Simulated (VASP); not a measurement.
A run of VASP 6.6.1 is set up as follows.

The input INCAR:

```
SYSTEM = H3C8F
ALGO = Normal
EDIFF = 1E-6
ENCUT = 520
GGA = PE
ISIF = 2
ISMEAR = -1
LASPH = .TRUE.
LCHARG = .TRUE.
LELF = .TRUE.
LREAL = Auto
LVHAR = .TRUE.
LWAVE = .FALSE.
NBANDS = 60
NELM = 60
PREC = Accurate
SIGMA = 0.02
```

KPOINTS

```
k-points
0
G
  2 2 1
  0 0 0
```

The input POSCAR:

```
H3C8F
1.0
    5.0487420000      0.0000000000      0.0000000000
    2.5243710000      4.3723390000      0.0000000000
    0.0000000000      0.0000000000     15.7764260000
H C F
6 16 2
Direct
    0.1666721879      0.1666613682      0.0633857123
    0.6666779319      0.1666613682      0.0633857123
    0.1666715721      0.6666683439      0.0633857123
    0.6666575092      0.6666683439      0.0633857123
   -0.0214171229      0.4894405489      0.3609245846
    0.5047670375      0.5353656247      0.3603477746
    0.1666721879      0.1666613682      0.1331099959
    0.6666779319      0.1666613682      0.1331099959
    0.1666715721      0.6666683439      0.1331099959
    0.6666575092      0.6666683439      0.1331099959
   -0.1666613682      0.3333227364      0.1657726535
    0.3333443758      0.3333227364      0.1657726535
   -0.1666619840      0.8333297121      0.1657726535
    0.3333437600      0.8333297121      0.1657726535
   -0.1908327566      0.3644731115      0.2583791792
    0.3367334834      0.3378740761      0.2607117734
   -0.1775054408      0.8290299540      0.2676778632
    0.3353582867      0.8510090366      0.2670756989
    0.0019171775      0.0234199590      0.2983502094
    0.5209682439      0.0290233671      0.2995228450
   -0.0080361380      0.4938546622      0.2980396194
    0.4971938626      0.5273378848      0.2904206567
   -0.0216851039      1.0614456015      0.3803649825
    0.4532579094      1.1091546195      0.3897397294
```

Potentials or basis: VASP PAW PBE potentials, release 64 (H, C, F).

Launch:

```sh
$ cat potpaw_PBE.64/H/POTCAR potpaw_PBE.64/C/POTCAR potpaw_PBE.64/F/POTCAR > POTCAR
$ mpirun -np 1 vasp_std > vasp.out
```

(1) What does it give for the band gap on the k mesh?

(2) Estimate the largest force.

## Answers

(1) 2.53 eV, direct.

(2) 6.323 eV/Å.

Caveat: the k points lie up to 0.72 Å⁻¹ apart.
